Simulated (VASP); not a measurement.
Wanted: the native input for a VASP 6.6.1 run.

```
Task                   : relaxation of the atoms
Functional             : PBE
Potentials or basis    : VASP PAW PBE potentials, release 64 (Al, N)
Cutoff                 : 520 eV
k mesh                 : 9 × 9 × 6
Occupations            : gaussian, width 0.05 eV
Spin                   : no spin polarisation
Dipole correction      : no
Further INCAR settings : ALGO = Normal; EDIFF = 1e-06; IBRION = 2; EDIFFG = -0.01; NSW = 50
```

The structure of AlN lies in POSCAR:

```
AlN
1.0
    3.1925000000      0.0000000000      0.0000000000
   -1.5962500000      2.7647861016      0.0000000000
    0.0000000000      0.0000000000      5.6190000000
Al N
2 2
Direct
    0.3333333333      0.6666666667      0.0017290859
    0.6666666667      0.3333333333      0.5017290859
    0.3333333333      0.6666666667      0.3832709141
    0.6666666667      0.3333333333      0.8832709141
```

One way to write it, as run:

INCAR

```
PREC = Accurate
ENCUT = 520
EDIFF = 1E-6
ISMEAR = 0
SIGMA = 0.05
LREAL = False
LASPH = True
NELM = 80
ALGO = Normal
ISIF = 2
LWAVE = False
LCHARG = False
GGA = PE
IBRION = 2
NSW = 50
EDIFFG = -0.01
```

KPOINTS

```
Automatic mesh
0
Gamma
  9 9 6
```

Potentials or basis: VASP PAW PBE potentials, release 64 (Al, N).

Command:

```sh
$ cat potpaw_PBE.64/Al/POTCAR potpaw_PBE.64/N/POTCAR > POTCAR
$ mpirun -np 1 vasp_std > vasp.out
```

It gave:

The energy gained by relaxing is 0.1 meV/atom. The ionic steps are 3, the pressure after relaxing is -20.2 GPa and the band gap on the k mesh is 2.60 eV.

Run time: 27 s on 1 thread of AMD EPYC 7R13 Processor (Zen 3), on a shared host, peak memory 0.14 GiB.
